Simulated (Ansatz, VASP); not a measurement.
## Ta: VASP beside Ansatz

```
Ta
1.0
    -1.69256    1.69256    1.73384
     1.69256   -1.69256    1.73384
     1.69256    1.69256   -1.73384
Ta
1
Direct
  0.00000 0.00000 0.00000
```

Change from the starting cell: strain +0.025 along x and y, +0.050 along z, atoms carried along.

Alike in both runs: task single point; functional PBEsol; k mesh 20 × 20 × 20; occupations gaussian, width 0.15 eV; no spin polarisation.

|  | VASP | Ansatz |
| --- | --- | --- |
| version | VASP 6.6.1 | Ansatz 0.2.0 |
| potentials or method | VASP PAW PBE potentials, release 64 (Ta_pv), cutoff 520 eV | scalar-relativistic, plane waves, PAW |
| valence electrons in the cell | 11 | 13 |

|  | VASP | Ansatz | Ansatz less VASP |
| --- | --- | --- | --- |
| gap on the k mesh at the Fermi level (eV) | none | none | - |
| pressure (GPa) | -19.5 | -19.5 | -0.02 |
| traceless stress, the component that is largest in VASP (GPa) | -1.34 | -1.34 | +0.001 |

VASP's potentials were made for PBE, not for PBEsol. A gap of «none» marks a metal or a gap that the smearing closes. VASP's potentials hold 11 valence electrons a cell and Ansatz's 13, so a difference there can come from the potentials and not from the codes.

Spin-orbit coupling is off throughout.
